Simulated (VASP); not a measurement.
# Sn (I4_1/amd) in VASP: settings compared

The runs below take Sn through single point, with rpbe exchange, lyp correlation, pbesol exchange, pbe correlation.

All numbers are computed with VASP 6.6.1; they aren't measurements. Logs are shortened: lines on timing, memory, paths and dates and some standing lists are left out, and cuts for length are marked.

### Step 1. The cell of the first run

The structure is tetragonal, space group I4_1/amd (No. 141). The conventional cell has a = 5.880 Å, b = 5.880 Å, c = 3.199 Å, α = 90.00°, β = 90.00°, γ = 90.00°. Sn (site symmetry -4m2) has 10 Sn at 3.05 to 3.79 Å within 4.0 Å.

### Step 2. Single point, rpbe exchange, lyp correlation, collinear spin

INCAR reads:

```
SYSTEM = Sn
  PREC = Accurate
  ENCUT = 500
  EDIFF = 1E-6
  ISMEAR = -1
  SIGMA = 0.1
  LREAL = .False.
  LASPH = .True.
  NELM = 200
  ALGO = Normal
  ISIF = 2
  LWAVE = .False.
  LCHARG = .False.
  ISPIN = 2
  MAGMOM = 0.5 0.5
  LORBIT = 11
  GGA = LIBXC
  LIBXC1 = GGA_X_RPBE
  LIBXC2 = GGA_C_LYP
  NBANDS = 25
  GGA_COMPAT = .False.
```

KPOINTS reads:

```
Automatic mesh
0
Gamma
  9 9 9
  0 0 0
```

POSCAR reads:

```
Sn
1.0
   -2.9401404553      2.9401404553      1.5993019889
    2.9401404553     -2.9401404553      1.5993019889
    2.9401404553      2.9401404553     -1.5993019889
Sn
2
Direct
    0.0000000000      0.0000000000      0.0000000000
    0.7500000000      0.2500000000      0.5000000000
```

Potentials or basis: VASP PAW PBE potentials, release 64 (Sn_d).

The run is started by

```sh
$ cat potpaw_PBE.64/Sn_d/POTCAR > POTCAR
$ mpirun -np 1 vasp_std > vasp.out
```

OUTCAR:

```text
SYSTEM = Sn
   PREC = Accurate
   ENCUT = 500
   EDIFF = 1E-6
   ISMEAR = -1
   LREAL = .False.
   LASPH = .True.
   NELM = 200
   ISIF = 2
   ISPIN = 2
   LORBIT = 11
   GGA = LIBXC

 ion  position               nearest neighbor table
   1  0.000  0.000  0.000-   2 3.05   2 3.05   2 3.05   2 3.05
   2  0.750  0.250  0.500-   1 3.05   1 3.05   1 3.05   1 3.05

  LATTYP: Found a body centered tetragonal cell.
 ALAT       =     5.8802809106
 C/A-ratio  =     0.5439542815

  Lattice vectors:

 A1 = (  -2.9401404553,   2.9401404553,   1.5993019889)
 A2 = (   2.9401404553,  -2.9401404553,   1.5993019889)
 A3 = (   2.9401404553,   2.9401404553,  -1.5993019889)

Analysis of symmetry for initial positions (statically):
=====================================================================
 Subroutine PRICEL returns:
 Original cell was already a primitive cell.

 Routine SETGRP: Setting up the symmetry group for a
 body centered tetragonal supercell.

 Subroutine GETGRP returns: Found 16 space group operations
 (whereof  8 operations were pure point group operations)
 out of a pool of 16 trial point group operations.

The static configuration has the point symmetry D_2d.
 The point group associated with its full space group is D_4h.

Analysis of symmetry for dynamics (positions and initial velocities):
=====================================================================
 Subroutine PRICEL returns:
 Original cell was already a primitive cell.

 Routine SETGRP: Setting up the symmetry group for a
 body centered tetragonal supercell.

 Subroutine GETGRP returns: Found 16 space group operations
 (whereof  8 operations were pure point group operations)
 out of a pool of 16 trial point group operations.

The dynamic configuration has the point symmetry D_2d.
 The point group associated with its full space group is D_4h.

Analysis of structural, dynamic, and magnetic symmetry:
=====================================================================
 Subroutine PRICEL returns:
 Original cell was already a primitive cell.

 Routine SETGRP: Setting up the symmetry group for a
 body centered tetragonal supercell.

 Subroutine GETGRP returns: Found 16 space group operations
 (whereof  8 operations were pure point group operations)
 out of a pool of 16 trial point group operations.

The overall configuration has the point symmetry D_2d.
 The point group associated with its full space group is D_4h.

 Subroutine INISYM returns: Found 16 space group operations
 (whereof  8 operations are pure point group operations),
 and found     1 'primitive' translations

----------------------------------------------------------------------------------------

                                     Primitive cell

  volume of cell :      55.3002

  direct lattice vectors                    reciprocal lattice vectors
    -2.940140455  2.940140455  1.599301989     0.000000000  0.170059903  0.312636390
     2.940140455 -2.940140455  1.599301989     0.170059903  0.000000000  0.312636390
     2.940140455  2.940140455 -1.599301989     0.170059903  0.170059903  0.000000000

  length of vectors
     4.454954393  4.454954393  4.454954393     0.355895888  0.355895888  0.240501021

  position of ions in fractional coordinates (direct lattice)
     0.000000000  0.000000000  0.000000000
     0.750000000  0.250000000  0.500000000

  ion indices of the primitive-cell ions
   primitive index   ion index
                 1           1
                 2           2

----------------------------------------------------------------------------------------

 KPOINTS: Automatic mesh

Automatic generation of k-mesh.
 Grid dimensions read from file:
 generate k-points for:    9    9    9

 Generating k-lattice:

  Cartesian coordinates                     Fractional coordinates (reciprocal lattice)
     0.000000000  0.018895545  0.034737377     0.111111111 -0.000000000  0.000000000
     0.018895545  0.000000000  0.034737377    -0.000000000  0.111111111  0.000000000
     0.018895545  0.018895545  0.000000000     0.000000000  0.000000000  0.111111111

  Length of vectors
     0.039543988  0.039543988  0.026722336

  Shift w.r.t. Gamma in fractional coordinates (k-lattice)
     0.000000000  0.000000000  0.000000000

 Subroutine IBZKPT returns following result:
 ===========================================

 Found     75 irreducible k-points:

 Following reciprocal coordinates:
            Coordinates               Weight
  0.000000  0.000000  0.000000      1.000000
  0.111111 -0.000000  0.000000      8.000000
  0.222222 -0.000000  0.000000      8.000000
  0.333333 -0.000000  0.000000      8.000000
  0.444444 -0.000000  0.000000      8.000000
  0.111111  0.111111  0.000000      8.000000
[... 16 lines left out ...]
 -0.333333  0.333333  0.000000      4.000000
  0.444444  0.444444 -0.000000      8.000000
 [... further k-points ...]
   k-points           NKPTS =     75   k-points in BZ     NKDIM =     75   number of bands    NBANDS=     25
   number of dos      NEDOS =    301   number of ions     NIONS =      2
   total plane-waves  NPLWV =  32768
   dimension x,y,z NGX =    32 NGY =   32 NGZ =   32
   dimension x,y,z NGXF=    64 NGYF=   64 NGZF=   64
   ions per type =               2
   NGX,Y,Z   is equivalent  to a cutoff of  11.94, 11.94, 11.94 a.u.
   NGXF,Y,Z  is equivalent  to a cutoff of  23.88, 23.88, 23.88 a.u.
 SYSTEM =  Sn
   PREC   = accura    normal or accurate (medium, high low for compatibility)
   ISTART =      0    job   : 0-new  1-cont  2-samecut
   ICHARG =      2    charge: 1-file 2-atom 10-const
   ISPIN  =      2    spin polarized calculation?
   LNONCOLLINEAR =      F non collinear calculations
   LSORBIT =      F    spin-orbit coupling
   LASPH  =      T    aspherical Exc in radial PAW
   ENCUT  =  500.0 eV  36.75 Ry    6.06 a.u.   8.12  8.12  8.12*2*pi/ulx,y,z
   NELM   =    200;   NELMIN=  2; NELMDL= -5     # of ELM steps
   EDIFF  = 0.1E-05   stopping-criterion for ELM
   LREAL  =      F    real-space projection
   EDIFFG = 0.1E-04   stopping-criterion for IOM
   NSW    =      0    number of steps for IOM
   IBRION =     -1    ionic relax: 0-MD 1-quasi-New 2-CG
   NFREE  =      0    steps in history (QN), initial steepest desc. (CG)
   ISIF   =      2    stress and relaxation
   ISYM   =      2    0-nonsym 1-usesym 2-fastsym
   POTIM  = 0.5000    time-step for ionic-motion
   TEBEG  =    0.0;   TEEND  =   0.0 temperature during run
   PSTRESS=    0.0 pullay stress
   NELECT =      28.0000    total number of electrons
   NUPDOWN=      -1.0000    fix difference up-down
   EMIN   =  10.00;   EMAX   =-10.00  energy-range for DOS
   EFERMI =   0.00;   METHOD = LEGACY
   ISMEAR =    -1;   SIGMA  =   0.10  broadening in eV -4-tet -1-fermi 0-gaus
   EFERMI_NEDOS =   21; number of points for ismear=-14 and -15
   IALGO  =     38    algorithm
   IMIX   =      4    mixing-type and parameters
     AMIX     =   0.40;   BMIX     =  1.00
     AMIX_MAG =   1.60;   BMIX_MAG =  1.00
  volume/ion in A,a.u.               =      27.65       186.59
  Fermi-wavevector in a.u.,A,eV,Ry     =   1.304824  2.465760 23.164816  1.702566
  Thomas-Fermi vector in A             =   2.435734
   LORBIT       =     11    0 simple, 1 ext, 2 COOP (PROOUT), +10 PAW based schemes
   GGA     = LIBXC    functional components
   LHFCALC =     F    Hartree Fock is set to
   AEXX    =    0.0000 exact exchange contribution
   IVDW    =     0    specifies the selected vdW correction
   LEPSILON=     F    determine dielectric tensor
   LRPA    =     F    only Hartree local field effects (RPA)
 spin polarized calculation
  energy-cutoff  :      500.00
  volume of cell :       55.30
 maximum number of plane-waves:      1419
   NGX = 17   NGY = 17   NGZ = 17

 number of electron      27.9999977 magnetization      -0.0001898

 number of electron      27.9999977 magnetization       0.0000326

 Free energy of the ion-electron system (eV)
  ---------------------------------------------------
  ext. energy  EPLUGINS =         0.00000000
  ---------------------------------------------------
  free energy    TOTEN  =        -5.32437669 eV

  energy without entropy =       -5.29404424  energy(sigma->0) =       -5.30921046

 E-fermi :   8.3662     XC(G=0):  -9.4641

 val. band max:        8.3466132828   @ k =  -0.2222  -0.2222   0.1111
 cond. band min:       8.3699731076   @ k =   0.4444   0.3333   0.0000
 fundamental gap:      0.0233598248
 Fermi energy:         8.3661874321

 spin component 1

 k-point     1 :       0.0000    0.0000    0.0000
  band No.  band energies     occupation
      1     -13.3128      1.00000
      2     -13.2391      1.00000
      3     -13.1899      1.00000
      4     -13.1862      1.00000
      5     -13.0427      1.00000
      6     -13.0427      1.00000
[... 17 lines left out ...]
     24      19.8851      0.00000
     25      19.9515      0.00000

 k-point     2 :       0.1111   -0.0000    0.0000
  band No.  band energies     occupation
      1     -13.3055      1.00000
      2     -13.2159      1.00000
      3     -13.1817      1.00000
      4     -13.1597      1.00000
      5     -13.0579      1.00000
      6     -13.0542      1.00000
[... 17 lines left out ...]
     24      21.3276      0.00000
     25      21.8177      0.00000

 k-point     3 :       0.2222   -0.0000    0.0000
  band No.  band energies     occupation
      1     -13.2851      1.00000
      2     -13.1657      1.00000
      3     -13.1614      1.00000
      4     -13.1179      1.00000
      5     -13.0875      1.00000
      6     -13.0528      1.00000
[... 552 lines left out ...]
 k-point    23 :      -0.3333    0.3333    0.0000
  band No.  band energies     occupation
      1     -13.2460      1.00000
      2     -13.2326      1.00000
      3     -13.2228      1.00000
      4     -13.1255      1.00000
      5     -13.0896      1.00000
      6     -13.0255      1.00000
[... 17 lines left out ...]
     24      22.3462      0.00000
     25      22.5312      0.00000

 k-point    24 :       0.4444    0.4444   -0.0000
  band No.  band energies     occupation
      1     -13.2209      1.00000
      2     -13.2203      1.00000
      3     -13.1607      1.00000
      4     -13.1587      1.00000
      5     -13.0677      1.00000
      6     -13.0611      1.00000
[... 17 lines left out ...]
     24      21.9218      0.00000
     25      22.4003      0.00000

 [... further k-points ...]

 spin component 2

 k-point     1 :       0.0000    0.0000    0.0000
  band No.  band energies     occupation
      1     -13.3127      1.00000
      2     -13.2391      1.00000
      3     -13.1898      1.00000
      4     -13.1862      1.00000
      5     -13.0426      1.00000
      6     -13.0426      1.00000
[... 17 lines left out ...]
     24      19.8852      0.00000
     25      19.9516      0.00000

 k-point     2 :       0.1111   -0.0000    0.0000
  band No.  band energies     occupation
      1     -13.3055      1.00000
      2     -13.2159      1.00000
      3     -13.1817      1.00000
      4     -13.1596      1.00000
      5     -13.0579      1.00000
      6     -13.0541      1.00000
[... 17 lines left out ...]
     24      21.3276      0.00000
     25      21.8177      0.00000

 k-point     3 :       0.2222   -0.0000    0.0000
  band No.  band energies     occupation
      1     -13.2850      1.00000
      2     -13.1657      1.00000
      3     -13.1613      1.00000
      4     -13.1179      1.00000
      5     -13.0874      1.00000
      6     -13.0527      1.00000
[... 552 lines left out ...]
 k-point    23 :      -0.3333    0.3333    0.0000
  band No.  band energies     occupation
      1     -13.2460      1.00000
      2     -13.2326      1.00000
      3     -13.2227      1.00000
      4     -13.1255      1.00000
      5     -13.0896      1.00000
      6     -13.0254      1.00000
[... 17 lines left out ...]
     24      22.3462      0.00000
     25      22.5312      0.00000

 k-point    24 :       0.4444    0.4444   -0.0000
  band No.  band energies     occupation
      1     -13.2209      1.00000
      2     -13.2202      1.00000
      3     -13.1606      1.00000
      4     -13.1587      1.00000
      5     -13.0677      1.00000
      6     -13.0610      1.00000
[... 17 lines left out ...]
     24      21.9218      0.00000
     25      22.3986      0.00000

 [... further k-points ...]
[... 5 lines left out ...]
  --------------------------------------------------------------------------------------
  -------------------------------------------------------------------------------------
  Total        2.5865484      2.5865484      2.3906889      0.0000000      0.0000000      0.0000000
  in kB       74.9384256     74.9384256     69.2639138      0.0000000      0.0000000      0.0000000
  external PRESSURE =      73.0469217 kB  Pullay stress =       0.0000000 kB

 VOLUME and BASIS-vectors are now :
 -----------------------------------------------------------------------------
  energy-cutoff  :      500.00
  volume of cell :       55.30
      direct lattice vectors                 reciprocal lattice vectors
    -2.940140455  2.940140455  1.599301989     0.000000000  0.170059903  0.312636390
     2.940140455 -2.940140455  1.599301989     0.170059903  0.000000000  0.312636390
     2.940140455  2.940140455 -1.599301989     0.170059903  0.170059903  0.000000000

 POSITION                                       TOTAL-FORCE (eV/Angst)
 -----------------------------------------------------------------------------------
      0.00000      0.00000      0.00000         0.000000      0.000000     -0.000000
      0.00000      2.94014      0.79965        -0.000000     -0.000000      0.000000
 -----------------------------------------------------------------------------------
    total drift:                                0.000000     -0.000000      0.000000

  FREE ENERGIE OF THE ION-ELECTRON SYSTEM (eV)
  ---------------------------------------------------
  free  energy   TOTEN  =        -5.3243766858 eV

  energy  without entropy=       -5.2940442403  energy(sigma->0) =       -5.30921046

 total charge

# of ion       s       p       d       tot
------------------------------------------
    1        1.251   1.022   9.974  12.247
    2        1.251   1.022   9.974  12.247
--------------------------------------------------
tot          2.502   2.044  19.947  24.494

 magnetization (x)

# of ion       s       p       d       tot
------------------------------------------
    1        0.000  -0.000   0.000   0.000
    2        0.000  -0.000   0.000   0.000
--------------------------------------------------
tot          0.000  -0.000   0.000   0.000
```

Run time: 1.8 min. Hardware: 1 thread of Intel Xeon Platinum 8559C (Emerald Rapids), shared host; peak memory 0.29 GiB.

Results:

| Item | Value |
| --- | --- |
| Free energy | -5.3244 eV |
| Pressure | 7.3 GPa |
| Band gap on the k mesh | zero (filled and empty bands overlap) |
| Net moment | 0.00 μB per cell |
| Valence electrons inside the program's atomic spheres | Sn 12.25 |

Caveat: the cell stands under pressure; the PAW data sets were made with another functional, which shifts forces and pressure a little; spin-orbit coupling is left out, which moves the levels of the heavy elements.

### Step 3. Single point, pbesol exchange, pbe correlation, collinear spin

INCAR reads:

```
SYSTEM = Sn
PREC     = Accurate       ! precision mode
ENCUT    = 500            ! plane-wave cutoff, eV
EDIFF    = 1E-6           ! SCF threshold, eV
ISMEAR   = -1             ! smearing method
SIGMA    = 0.1            ! smearing width, eV
LREAL    = .False.        ! projectors in reciprocal space
LASPH    = .True.         ! aspherical terms in the spheres
NELM     = 200            ! most SCF steps
ALGO     = Normal         ! electronic algorithm
ISIF     = 2              ! what is computed and relaxed
LWAVE    = .False.        ! write WAVECAR
LCHARG   = .False.        ! write CHGCAR
ISPIN    = 2              ! spin polarisation
MAGMOM   = 1 0            ! initial moments
LORBIT   = 11             ! projections on sites
NUPDOWN  = 1.0            ! fixed moment
GGA      = LIBXC          ! functional
LIBXC1   = GGA_X_PBE_SOL
LIBXC2   = GGA_C_PBE    
NBANDS   = 25             ! bands
GGA_COMPAT= .False.
```

KPOINTS is that of step 2.

POSCAR is that of step 2.

Potentials or basis: VASP PAW PBE potentials, release 64 (Sn_d).

The run is started by

```sh
$ cat potpaw_PBE.64/Sn_d/POTCAR > POTCAR
$ mpirun -np 1 vasp_std > vasp.out
```

It took 88 s on 1 thread of Intel Xeon Platinum 8559C (Emerald Rapids), shared host; peak memory 0.29 GiB.

Results (log left out):

```
Free energy                                           : -8.3591 eV
Pressure                                              : -0.6 GPa
Net moment                                            : 1.00 μB per cell
Site moments                                          : Sn +0.28 μB
Valence electrons inside the program's atomic spheres : Sn 12.20
```

Stress tensor (GPa, compression positive):
```
-0.35  0.00  0.00
 0.00 -0.35  0.00
 0.00  0.00 -1.23
```

Caveat: the PAW data sets were made with another functional, which shifts forces and pressure a little; spin-orbit coupling is left out, which moves the levels of the heavy elements; the total moment is fixed, so each spin has its own Fermi level and the state may be an excited one.

The gap in the log of VASP goes by the Fermi energy; the results here count the filled bands.